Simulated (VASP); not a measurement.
A run of VASP 6.6.1:

INCAR

```
SYSTEM = K2MnSe2O6
  PREC = Accurate
  ENCUT = 520
  EDIFF = 1E-6
  ISMEAR = 0
  SIGMA = 0.2029
  LREAL = .FALSE.
  LASPH = .TRUE.
  NELM = 80
  ALGO = Normal
  ISIF = 2
  LWAVE = .FALSE.
  LCHARG = .TRUE.
  LELF = .TRUE.
  LVHAR = .TRUE.
  NBANDS = 50
```

KPOINTS

```
Automatic mesh
0
Gamma
  4 4 3
  0 0.5 0.5
```

The input POSCAR:

```
K2MnSe2O6
1.0
    2.8908830000      5.0038680000     -0.0012040000
   -2.8874020000      5.0018580000     -0.0012350000
   -0.0011250000     -3.3368020000      6.4052080000
K Mn Se O
2 1 2 6
Direct
    0.1758550000      0.1889630000      0.5729390000
    0.8177640000      0.7920330000      0.3903940000
    0.0130540000      0.0158360000      0.0411390000
    0.6133270000      0.6110810000      0.8908000000
    0.3733900000      0.3619170000      0.0950330000
    0.7460630000      0.2245840000      0.7418340000
    0.7323590000      0.7891730000      0.7640930000
    0.2106230000      0.7593950000      0.7356410000
    0.2381370000      0.7161980000      0.2207160000
    0.6842870000      0.2580070000      0.1941920000
    0.2264480000      0.2579320000      0.2008310000
```

Potentials or basis: VASP PAW LDA potentials, release 64 (K_sv, Mn_pv, Se, O).

Launch:

```console
$ cat potpaw_LDA.64/K_sv/POTCAR potpaw_LDA.64/Mn_pv/POTCAR potpaw_LDA.64/Se/POTCAR potpaw_LDA.64/O/POTCAR > POTCAR
$ mpirun -np 1 vasp_std > vasp.out
```

Hardware: 1 thread of AMD EPYC 7R43 64-Core Processor (Zen 3) (shared host).

Q: How long does it take, and how much memory?

A: Wall time 13 min on 1 thread of AMD EPYC 7R43 64-Core Processor (Zen 3) (shared host), peak memory 0.36 GiB. Counts: scf iterations 21, k points 24.
